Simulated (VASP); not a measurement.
Ca: relaxation of cell and atoms with PBEsol

Ca:

```
CELL_PARAMETERS angstrom
-2.24000 2.24000 2.24000
2.24000 -2.24000 2.24000
2.24000 2.24000 -2.24000
ATOMIC_POSITIONS crystal
Ca 0.00000 0.00000 0.00000
```

This isn't the form of Ca at room conditions, which is fcc.

```json
{
  "Program": "VASP 6.6.1",
  "Task": "relaxation of cell and atoms",
  "Functional": "PBEsol",
  "Potentials or basis": "VASP PAW PBE potentials, release 64 (Ca_sv)",
  "Cutoff": "500 eV",
  "k mesh": "7 × 7 × 7",
  "Occupations": "gaussian, width 0.05 eV",
  "Spin": "no spin polarisation",
  "Dipole correction": "no",
  "Further INCAR settings": "ALGO = Normal; EDIFF = 1e-07; IBRION = 2; EDIFFG = -0.01; NSW = 80; ISIF = 3"
}
```

* Relaxed volume: 40.59 Å³/atom
* Relaxed cell: a = 3.750 Å, b = 3.750 Å, c = 3.750 Å, α = 109.47°, β = 109.47°, γ = 109.47°
* Space group after relaxing (to 0.1 Å): Im-3m (No. 229)
* Energy gained by relaxing: 22.1 meV/atom
* Ionic steps: 3
* Pressure after relaxing: 0.0 GPa
* Band gap on the k mesh: zero (bands 5 and 6 overlap by 0.22 eV)

Step by step:
```
step  energy change (eV)  largest force (eV/Å)  pressure (GPa)  volume (Å³)
   1              0.0000                0.0000           -1.47        44.96
   2             -0.0180                0.0000           -0.70        42.33
   3             -0.0221                0.0000           -0.03        40.59
```

Final structure:
```
CELL_PARAMETERS angstrom
-2.16495 2.16495 2.16495
2.16495 -2.16495 2.16495
2.16495 2.16495 -2.16495
ATOMIC_POSITIONS crystal
Ca 0.00000 0.00000 0.00000
```

Levels at points of the mesh, in eV from the Fermi level:
```
           k point  band 1  band 2  band 3  band 4  band 5  band 6  band 7  band 8  band 9
(0.00, 0.00, 0.00)  -41.80  -22.78  -22.78  -22.78   -4.16    2.33    2.33    2.33    3.44
```

Wall time 23 s on 1 thread of Intel Xeon 8259CL, on a shared host, peak memory 0.16 GiB.

Caveat: the PAW data sets were made with another functional, which shifts forces and pressure a little.
